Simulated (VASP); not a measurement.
# Si (P6_3/mmc) in VASP: further runs

Runs on Si. Level: LDA. Tasks: single point.

Everything below comes from runs of VASP 6.6.1. Logs are shortened: lines on timing, memory, paths and dates and some standing lists are left out, and cuts for length are marked.

## Step 1: The cell of the first run

Symmetry: P6_3/mmc, No. 194, hexagonal system. The conventional cell has a = 4.029 Å, b = 4.029 Å, c = 5.599 Å, α = 90.00°, β = 90.00°, γ = 120.00°. Within 2.6 Å of Si (site symmetry 3m) lie 4 Si at 1.93 to 2.48 Å.

This isn't the form of Si at room conditions, which is diamond.

## Step 2: Single point, LDA

INCAR reads:

```
ALGO     = Normal         # electronic algorithm
EDIFF    = 1E-6           # SCF threshold, eV
ENCUT    = 520            # plane-wave cutoff, eV
ISIF     = 2              # what is computed and relaxed
ISMEAR   = 0              # smearing method
LASPH    = T              # aspherical terms in the spheres
LCHARG   = F              # write CHGCAR
LREAL    = F              # projectors in reciprocal space
LWAVE    = F              # write WAVECAR
NBANDS   = 16             # bands
NELM     = 80             # most SCF steps
PREC     = Accurate       # precision mode
SIGMA    = 0.03           # smearing width, eV
```

KPOINTS reads:

```
k-points
0
Gamma
  12 12 6
```

POSCAR reads:

```
Si
1.0
    4.0291929185      0.0000000000      0.0000000000
   -2.0145964593      3.4893834241      0.0000000000
    0.0000000000      0.0000000000      5.5985635602
Si
4
Direct
    0.3333333333      0.6666666667      0.0773474439
    0.6666666667      0.3333333333      0.5773474439
    0.3333333333      0.6666666667      0.4226525561
    0.6666666667      0.3333333333      0.9226525561
```

Potentials or basis: VASP PAW LDA potentials, release 64 (Si).

Started as:

```console
> cat potpaw_LDA.64/Si/POTCAR > POTCAR
> mpirun -np 1 vasp_std > vasp.out
```

OUTCAR:

```text
EDIFF = 1E-6
   ENCUT = 520
   ISIF = 2
   ISMEAR = 0
   LASPH = T
   LREAL = F
   NELM = 80
   PREC = Accurate

 ion  position               nearest neighbor table
   1  0.333  0.667  0.077-   3 1.93   4 2.48   4 2.48   4 2.48
   2  0.667  0.333  0.577-   4 1.93   3 2.48   3 2.48   3 2.48
   3  0.333  0.667  0.423-   1 1.93   2 2.48   2 2.48   2 2.48
   4  0.667  0.333  0.923-   2 1.93   1 2.48   1 2.48   1 2.48

  LATTYP: Found a hexagonal cell.
 ALAT       =     4.0291929185
 C/A-ratio  =     1.3895000000

  Lattice vectors:

 A1 = (   4.0291929185,   0.0000000000,   0.0000000000)
 A2 = (  -2.0145964593,   3.4893834241,   0.0000000000)
 A3 = (   0.0000000000,   0.0000000000,   5.5985635602)

Analysis of symmetry for initial positions (statically):
=====================================================================
 Subroutine PRICEL returns:
 Original cell was already a primitive cell.

 Routine SETGRP: Setting up the symmetry group for a
 hexagonal supercell.

 Subroutine GETGRP returns: Found 24 space group operations
 (whereof 12 operations were pure point group operations)
 out of a pool of 24 trial point group operations.

The static configuration has the point symmetry D_3d.
 The point group associated with its full space group is D_6h.

Analysis of symmetry for dynamics (positions and initial velocities):
=====================================================================
 Subroutine PRICEL returns:
 Original cell was already a primitive cell.

 Routine SETGRP: Setting up the symmetry group for a
 hexagonal supercell.

 Subroutine GETGRP returns: Found 24 space group operations
 (whereof 12 operations were pure point group operations)
 out of a pool of 24 trial point group operations.

The dynamic configuration has the point symmetry D_3d.
 The point group associated with its full space group is D_6h.

 Subroutine INISYM returns: Found 24 space group operations
 (whereof 12 operations are pure point group operations),
 and found     1 'primitive' translations

----------------------------------------------------------------------------------------

                                     Primitive cell

  volume of cell :      78.7124

  direct lattice vectors                    reciprocal lattice vectors
     4.029192918  0.000000000  0.000000000     0.248188662  0.143291791  0.000000000
    -2.014596459  3.489383424  0.000000000     0.000000000  0.286583582  0.000000000
     0.000000000  0.000000000  5.598563560     0.000000000  0.000000000  0.178617245

  length of vectors
     4.029192918  4.029192918  5.598563560     0.286583582  0.286583582  0.178617245

  position of ions in fractional coordinates (direct lattice)
     0.333333333  0.666666667  0.077347444
     0.666666667  0.333333333  0.577347444
     0.333333333  0.666666667  0.422652556
     0.666666667  0.333333333  0.922652556

  ion indices of the primitive-cell ions
   primitive index   ion index
                 1           1
                 2           2
                 3           3
                 4           4

----------------------------------------------------------------------------------------

 KPOINTS: k-points

Automatic generation of k-mesh.
 Grid dimensions read from file:
 generate k-points for:   12   12    6

 Generating k-lattice:

  Cartesian coordinates                     Fractional coordinates (reciprocal lattice)
     0.020682389  0.011940983  0.000000000     0.083333333  0.000000000  0.000000000
     0.000000000  0.023881965  0.000000000     0.000000000  0.083333333  0.000000000
     0.000000000  0.000000000  0.029769541     0.000000000  0.000000000  0.166666667

  Length of vectors
     0.023881965  0.023881965  0.029769541

  Shift w.r.t. Gamma in fractional coordinates (k-lattice)
     0.000000000  0.000000000  0.000000000

 Subroutine IBZKPT returns following result:
 ===========================================

 Found     76 irreducible k-points:

 Following reciprocal coordinates:
            Coordinates               Weight
  0.000000  0.000000  0.000000      1.000000
  0.083333  0.000000  0.000000      6.000000
  0.166667  0.000000  0.000000      6.000000
  0.250000  0.000000  0.000000      6.000000
  0.333333  0.000000  0.000000      6.000000
  0.416667 -0.000000  0.000000      6.000000
[... 16 lines left out ...]
  0.250000  0.000000  0.166667     12.000000
  0.333333  0.000000  0.166667     12.000000
 [... further k-points ...]
   k-points           NKPTS =     76   k-points in BZ     NKDIM =     76   number of bands    NBANDS=     16
   number of dos      NEDOS =    301   number of ions     NIONS =      4
   total plane-waves  NPLWV =  37800
   dimension x,y,z NGX =    30 NGY =   30 NGZ =   42
   dimension x,y,z NGXF=    60 NGYF=   60 NGZF=   84
   ions per type =               4
   NGX,Y,Z   is equivalent  to a cutoff of  12.38, 12.38, 12.47 a.u.
   NGXF,Y,Z  is equivalent  to a cutoff of  24.76, 24.76, 24.94 a.u.
 SYSTEM =  unknown system
   PREC   = accura    normal or accurate (medium, high low for compatibility)
   ISTART =      0    job   : 0-new  1-cont  2-samecut
   ICHARG =      2    charge: 1-file 2-atom 10-const
   ISPIN  =      1    spin polarized calculation?
   LNONCOLLINEAR =      F non collinear calculations
   LSORBIT =      F    spin-orbit coupling
   LASPH  =      T    aspherical Exc in radial PAW
   ENCUT  =  520.0 eV  38.22 Ry    6.18 a.u.   7.49  7.49 10.41*2*pi/ulx,y,z
   NELM   =     80;   NELMIN=  2; NELMDL= -5     # of ELM steps
   EDIFF  = 0.1E-05   stopping-criterion for ELM
   LREAL  =      F    real-space projection
   EDIFFG = 0.1E-04   stopping-criterion for IOM
   NSW    =      0    number of steps for IOM
   IBRION =     -1    ionic relax: 0-MD 1-quasi-New 2-CG
   NFREE  =      0    steps in history (QN), initial steepest desc. (CG)
   ISIF   =      2    stress and relaxation
   ISYM   =      2    0-nonsym 1-usesym 2-fastsym
   POTIM  = 0.5000    time-step for ionic-motion
   TEBEG  =    0.0;   TEEND  =   0.0 temperature during run
   PSTRESS=    0.0 pullay stress
   NELECT =      16.0000    total number of electrons
   NUPDOWN=      -1.0000    fix difference up-down
   EMIN   =  10.00;   EMAX   =-10.00  energy-range for DOS
   EFERMI =   0.00;   METHOD = LEGACY
   ISMEAR =     0;   SIGMA  =   0.03  broadening in eV -4-tet -1-fermi 0-gaus
   EFERMI_NEDOS =   21; number of points for ismear=-14 and -15
   IALGO  =     38    algorithm
   IMIX   =      4    mixing-type and parameters
     AMIX     =   0.40;   BMIX     =  1.00
     AMIX_MAG =   1.60;   BMIX_MAG =  1.00
  volume/ion in A,a.u.               =      19.68       132.79
  Fermi-wavevector in a.u.,A,eV,Ry     =   0.962573  1.818999 12.606436  0.926547
  Thomas-Fermi vector in A             =   2.092044
   LORBIT       =      0    0 simple, 1 ext, 2 COOP (PROOUT), +10 PAW based schemes
   GGA     = CA    functional components
   LHFCALC =     F    Hartree Fock is set to
   AEXX    =    0.0000 exact exchange contribution
   IVDW    =     0    specifies the selected vdW correction
   LEPSILON=     F    determine dielectric tensor
   LRPA    =     F    only Hartree local field effects (RPA)
 non-spin polarized calculation
 Gauss-broadening in eV      SIGMA  =   0.03
  energy-cutoff  :      520.00
  volume of cell :       78.71
 maximum number of plane-waves:      2144
 NGX is ok and might be reduce to    30

 number of electron      15.9999998 magnetization

 Free energy of the ion-electron system (eV)
  ---------------------------------------------------
  ext. energy  EPLUGINS =         0.00000000
  ---------------------------------------------------
  free energy    TOTEN  =       -20.66992984 eV

  energy without entropy =      -20.66957157  energy(sigma->0) =      -20.66975070

 E-fermi :   6.1156     XC(G=0):  -9.6296

 val. band max:        6.1122923049   @ k =   0.4167  -0.0000   0.1667
 cond. band min:       6.1313900942   @ k =   0.0833   0.0000   0.0000
 fundamental gap:      0.0190977893
 Fermi energy:         6.1155658082

 k-point     1 :       0.0000    0.0000    0.0000
  band No.  band energies     occupation
      1      -6.4057      2.00000
      2      -2.2836      2.00000
      3      -2.2520      2.00000
      4       3.6916      2.00000
      5       3.6916      2.00000
      6       5.0240      2.00000
[... 8 lines left out ...]
     15      10.9877      0.00000
     16      10.9877      0.00000

 k-point     2 :       0.0833    0.0000    0.0000
  band No.  band energies     occupation
      1      -6.3385      2.00000
      2      -2.2465      2.00000
      3      -2.2109      2.00000
      4       3.1197      2.00000
      5       3.5560      2.00000
      6       4.7887      2.00000
[... 8 lines left out ...]
     15      10.9527      0.00000
     16      11.1743      0.00000

 k-point     3 :       0.1667    0.0000    0.0000
  band No.  band energies     occupation
      1      -6.1394      2.00000
      2      -2.2546      2.00000
      3      -1.9945      2.00000
      4       2.1814      2.00000
      5       3.2479      2.00000
      6       4.2637      2.00000
[... 8 lines left out ...]
     15      11.5943      0.00000
     16      11.8919      0.00000

 k-point     4 :       0.2500    0.0000    0.0000
  band No.  band energies     occupation
      1      -5.8177      2.00000
      2      -2.3536      2.00000
      3      -1.6408      2.00000
      4       1.3966      2.00000
      5       2.9154      2.00000
      6       3.6544      2.00000
[... 8 lines left out ...]
     15      12.5175      0.00000
     16      12.8096      0.00000
[... 324 lines left out ...]
 k-point    22 :       0.1667    0.0000    0.1667
  band No.  band energies     occupation
      1      -6.0210      2.00000
      2      -3.2902      2.00000
      3      -0.8680      2.00000
      4       2.3760      2.00000
      5       3.3566      2.00000
      6       3.5249      2.00000
[... 8 lines left out ...]
     15      11.2684      0.00000
     16      11.4692      0.00000

 k-point    23 :       0.2500    0.0000    0.1667
  band No.  band energies     occupation
      1      -5.7017      2.00000
      2      -3.1040      2.00000
      3      -0.9231      2.00000
      4       1.7081      2.00000
      5       2.6385      2.00000
      6       3.0260      2.00000
[... 8 lines left out ...]
     15      11.9466      0.00000
     16      12.3678      0.00000

 k-point    24 :       0.3333    0.0000    0.1667
  band No.  band energies     occupation
      1      -5.2844      2.00000
      2      -3.0114      2.00000
      3      -1.0282      2.00000
      4       1.4084      2.00000
      5       1.7772      2.00000
      6       2.7547      2.00000
[... 8 lines left out ...]
     15      12.5198      0.00000
     16      13.2370      0.00000

 [... further k-points ...]

------------------------ aborting loop because EDIFF is reached ----------------------------------------

  FORCE on cell =-STRESS in cart. coord.  units (eV):
  Direction    XX          YY          ZZ          XY          YZ          ZX
  --------------------------------------------------------------------------------------
  -------------------------------------------------------------------------------------
  Total       -6.6751101     -6.6751101     32.8479858      0.0000000      0.0000000      0.0000000
  in kB     -135.8706485   -135.8706485    668.6147572      0.0000000      0.0000000      0.0000000
  external PRESSURE =     132.2911534 kB  Pullay stress =       0.0000000 kB

 VOLUME and BASIS-vectors are now :
 -----------------------------------------------------------------------------
  energy-cutoff  :      520.00
  volume of cell :       78.71
      direct lattice vectors                 reciprocal lattice vectors
     4.029192918  0.000000000  0.000000000     0.248188662  0.143291791  0.000000000
    -2.014596459  3.489383424  0.000000000     0.000000000  0.286583582  0.000000000
     0.000000000  0.000000000  5.598563560     0.000000000  0.000000000  0.178617245

 POSITION                                       TOTAL-FORCE (eV/Angst)
 -----------------------------------------------------------------------------------
     -0.00000      2.32626      0.43303        -0.000000      0.000000     -8.395174
      2.01460      1.16313      3.23232         0.000000     -0.000000     -8.395174
     -0.00000      2.32626      2.36625         0.000000      0.000000      8.395174
      2.01460      1.16313      5.16553         0.000000     -0.000000      8.395174
 -----------------------------------------------------------------------------------
    total drift:                               -0.000000      0.000000      0.000000

  FREE ENERGIE OF THE ION-ELECTRON SYSTEM (eV)
  ---------------------------------------------------
  free  energy   TOTEN  =       -20.6699298398 eV

  energy  without entropy=      -20.6695715654  energy(sigma->0) =      -20.66975070
```

Wall time 60 s (1 thread of Intel Xeon Platinum 8488C (Sapphire Rapids), shared host); peak memory 0.19 GiB.

What came out:

* Free energy: -20.6699 eV
* Pressure: 13.2 GPa
* Largest force: 8.395 eV/Å
* Band gap on the k mesh: zero (bands 8 and 9 overlap by 0.87 eV)

Forces on the atoms (eV/Å):
```
Si   0.000  0.000 -8.395
Si   0.000  0.000 -8.395
Si   0.000  0.000  8.395
Si   0.000  0.000  8.395
```

Stress tensor (GPa, compression positive):
```
-13.59   0.00   0.00
  0.00 -13.59   0.00
  0.00   0.00  66.86
```

Caveat: the cell stands under pressure; forces of over 1 eV/Å act on the atoms, so gaps and moduli don't describe the material at rest.

## Step 3: Single point, LDA

This run uses another cell than the first one, of the same volume but with other edges.

INCAR reads:

```
SYSTEM = Si
ALGO     = Normal         ! electronic algorithm
EDIFF    = 1E-7           ! SCF threshold, eV
ENCUT    = 520            ! plane-wave cutoff, eV
ISIF     = 2              ! what is computed and relaxed
ISMEAR   = 0              ! smearing method
LASPH    = .True.         ! aspherical terms in the spheres
LCHARG   = .False.        ! write CHGCAR
LREAL    = .False.        ! projectors in reciprocal space
LWAVE    = .False.        ! write WAVECAR
NBANDS   = 16             ! bands
NELM     = 60             ! most SCF steps
PREC     = Accurate       ! precision mode
SIGMA    = 0.03           ! smearing width, eV
```

KPOINTS reads:

```
k-points
0
Gamma
  12 12 6
  0 0 0
```

POSCAR reads:

```
Si
1.0
    3.9671651941      0.0000000000      0.0000000000
   -1.9835825971      3.4356658391      0.0000000000
    0.0000000000      0.0000000000      5.7750023730
Si
4
Direct
    0.3333333333      0.6666666667      0.0678065120
    0.6666666667      0.3333333333      0.5678065120
    0.3333333333      0.6666666667      0.4321934880
    0.6666666667      0.3333333333      0.9321934880
```

Potentials or basis: VASP PAW LDA potentials, release 64 (Si).

Started as:

```console
> cat potpaw_LDA.64/Si/POTCAR > POTCAR
> mpirun -np 1 vasp_std > vasp.out
```

Wall time 2.2 min (1 thread of Intel Xeon Platinum 8488C (Sapphire Rapids), shared host); peak memory 0.2 GiB.

The run converged. Its results:

- Free energy: -22.8130 eV
- Pressure: 4.3 GPa
- Largest force: 3.332 eV/Å
- Band gap on the k mesh: zero (bands 8 and 9 overlap by 0.49 eV)

Forces in eV/Å, atoms in the order of the input:
```
Si   0.000  0.000 -3.332
Si   0.000  0.000 -3.332
Si   0.000  0.000  3.332
Si   0.000  0.000  3.332
```

Stress tensor (GPa, compression positive):
```
-9.80  0.00  0.00
 0.00 -9.80  0.00
 0.00  0.00 32.49
```

Levels at points of the mesh, in eV from the Fermi level:
```csv
k point,band 4,band 5,band 6,band 7,band 8,band 9,band 10,band 11,band 12,band 13
"(0.00, 0.00, 0.00)",-2.09,-2.09,-0.53,-0.14,0.39,0.39,1.24,1.24,3.07,4.54
"(0.50, 0.00, 0.00)",-5.19,-5.00,-3.46,-3.34,-0.89,-0.10,2.33,2.71,2.99,6.88
"(0.00, 0.00, 0.50)",-3.84,-1.26,-1.26,-1.26,-1.26,1.13,1.13,2.70,2.70,2.70
"(0.50, 0.00, 0.50)",-7.15,-2.57,-2.57,-2.07,-2.07,0.86,0.86,2.45,2.45,5.72
```

Caveat: the cell stands under pressure; semilocal functionals underestimate gaps, so a narrow gap can read as zero; forces of over 1 eV/Å act on the atoms, so gaps and moduli don't describe the material at rest.

## Step 4: Single point, LDA

This run uses another cell than the first one, of the same volume but with other edges.

INCAR reads:

```
SYSTEM = Si
  PREC = Accurate
  ENCUT = 520
  EDIFF = 1E-7
  ISMEAR = 0
  SIGMA = 0.03
  LREAL = .False.
  LASPH = .True.
  NELM = 60
  ALGO = Normal
  ISIF = 2
  LWAVE = .False.
  LCHARG = .False.
  GGA = CA
  NBANDS = 16
```

KPOINTS reads:

```
regular mesh
0
Gamma
  12 12 6
  0 0 0
```

POSCAR reads:

```
Si
1.0
    3.6607427577      0.0000000000      0.0000000000
   -1.8303713789      3.1702962248      0.0000000000
    0.0000000000      0.0000000000      6.7822581071
Si
4
Direct
    0.3333333333      0.6666666667      0.0487246481
    0.6666666667      0.3333333333      0.5487246481
    0.3333333333      0.6666666667      0.4512753519
    0.6666666667      0.3333333333      0.9512753519
```

Started as:

```console
> cat potpaw_LDA.64/Si/POTCAR > POTCAR
> mpirun -np 1 vasp_std > vasp.out
```

It took 1.8 min on 1 thread of Intel Xeon Platinum 8488C (Sapphire Rapids), shared host; peak memory 0.19 GiB.

It converged, with:

- Free energy: -22.7310 eV
- Pressure: 6.4 GPa
- Largest force: 2.176 eV/Å
- Band gap on the k mesh: 0.08 eV

Forces in eV/Å, atoms in the order of the input:
```
Si   0.000  0.000  2.176
Si   0.000  0.000  2.176
Si   0.000  0.000 -2.176
Si   0.000  0.000 -2.176
```

Stress tensor (GPa, compression positive):
```
 15.50   0.00   0.00
  0.00  15.50   0.00
  0.00   0.00 -11.84
```

Levels at points of the mesh, in eV from the valence-band top:
```tsv
k point	band 6	band 7	band 8	band 9	band 10	band 11
(0.00, 0.00, 0.00)	-0.70	-0.70	-0.17	0.13	1.90	2.38
(0.50, 0.00, 0.00)	-3.22	-2.56	-2.32	0.31	1.69	2.15
(0.00, 0.00, 0.50)	-1.14	-1.14	-1.14	2.37	2.37	2.91
(0.50, 0.00, 0.50)	-2.82	-2.50	-2.50	0.45	0.45	0.91
```

Caveat: the cell stands under pressure; forces of over 1 eV/Å act on the atoms, so gaps and moduli don't describe the material at rest. A k mesh can miss the band edges.

(Part 1 of 2 ends here.)
